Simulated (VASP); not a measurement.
Write the native input for VASP 6.6.1 that does the following.

```
Task                   : electric field gradients
Functional             : PBEsol
Potentials or basis    : VASP PAW PBE potentials, release 64 (W_sv, Se)
Cutoff                 : 520 eV
k mesh                 : 11 × 11 × 3
Occupations            : fermi-dirac, width 0.08 eV
Spin                   : no spin polarisation
Dipole correction      : no
Further INCAR settings : ALGO = Normal; EDIFF = 1e-08; NBANDS = 35
```

The structure of WSe2 lies in POSCAR:

```
WSe2
1.0
    3.2899984505     -0.0493499768     -0.0493499768
   -1.6877375588      2.8738972249     -0.0180633452
   -0.1945500000     -0.1945500000     12.9700000000
W Se
2 4
Direct
    0.3333333333      0.6666666667      0.2500000000
    0.6666666667      0.3333333333      0.7500000000
    0.3333333333      0.6666666667      0.6210000000
    0.6666666667      0.3333333333      0.1210000000
    0.3333333333      0.6666666667      0.8790000000
    0.6666666667      0.3333333333      0.3790000000
```

This cell differs from its parent crystal: equal xy, yz and zx shear strains of -3 %.

The input as run:

INCAR

```
SYSTEM = WSe2
ALGO = Normal ; EDIFF = 1E-8
ENCUT = 520 ; GGA = PS
ISIF = 2 ; ISMEAR = -1
LASPH = .TRUE. ; LCHARG = .FALSE.
LEFG = .TRUE. ; LREAL = .FALSE.
LWAVE = .FALSE. ; NBANDS = 35
NELM = 80 ; PREC = Accurate
SIGMA = 0.08
```

KPOINTS

```
k-points
0
G
  11 11 3
  0 0 0
```

Potentials or basis: VASP PAW PBE potentials, release 64 (W_sv, Se).

The run is started by

```sh
$ cat potpaw_PBE.64/W_sv/POTCAR potpaw_PBE.64/Se/POTCAR > POTCAR
$ mpirun -np 1 vasp_std > vasp.out
```

Results of the run:

```
Pressure                                : -0.4 GPa
Largest force                           : 0.728 eV/Å
Band gap on the k mesh                  : 0.89 eV (least direct gap 1.68 eV)
Largest electric field gradient by atom : W -175.9; Se -78.7, -84.5 (each value once) V/Å²
```

Caveat: the cell differs from its parent crystal (equal xy, yz and zx shear strains of -3 %); without QUAD_EFG the Cq values of the log hold for a quadrupole moment of 1 mb, not for the nuclei; the PAW data sets were made with another functional, which shifts forces and pressure a little; spin-orbit coupling is left out, which moves the levels of the heavy elements.

Run time: 11 min on 1 thread of Intel(R) Xeon(R) Platinum 8488C (Sapphire Rapids), with other jobs on the host, peak memory 0.69 GiB.
